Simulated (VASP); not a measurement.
Set up this calculation in VASP 6.6.1, as the native input.

```yaml
Task: single point
Functional: PBE
Potentials_or_basis: VASP PAW PBE potentials, release 64 (B, As)
Cutoff: 500 eV
k_mesh: 10 × 10 × 10
Occupations: gaussian, width 0.02 eV
Spin: no spin polarisation
Dipole_correction: no
Further_INCAR_settings: ALGO = Normal; EDIFF = 1e-06; NBANDS = 11
```

The structure of BAs lies in POSCAR:

```
BAs
1.0
    0.0000000000      2.3043048219      2.3043048219
    2.3043048219      0.0000000000      2.3043048219
    2.3043048219      2.3043048219      0.0000000000
B As
1 1
Direct
    0.0000000000      0.0000000000      0.0000000000
    0.2500000000      0.2500000000      0.2500000000
```

One way to write it, as run:

INCAR

```
SYSTEM = BAs
  ALGO = Normal
  EDIFF = 1E-6
  ENCUT = 500
  GGA = PE
  GGA_COMPAT = .FALSE.
  ISIF = 2
  ISMEAR = 0
  LASPH = .TRUE.
  LCHARG = .FALSE.
  LREAL = .FALSE.
  LWAVE = .FALSE.
  NBANDS = 11
  NELM = 120
  PREC = Accurate
  SIGMA = 0.02
```

KPOINTS

```
k-points
0
G
  10 10 10
  0 0 0
```

Potentials or basis: VASP PAW PBE potentials, release 64 (B, As).

Command:

```console
$ cat potpaw_PBE.64/B/POTCAR potpaw_PBE.64/As/POTCAR > POTCAR
$ mpirun -np 1 vasp_std > vasp.out
```

Results of the run:

```yaml
Pressure: 22.9 GPa
Band_gap_on_the_k_mesh: 1.06 eV (least direct gap 3.42 eV)
```

Caveat: the cell stands under pressure.

Wall time 13 s on 1 thread of Intel(R) Xeon(R) Platinum 8259CL CPU @ 2.50GHz (Skylake/Cascade Lake), with other jobs on the host, peak memory 0.14 GiB.
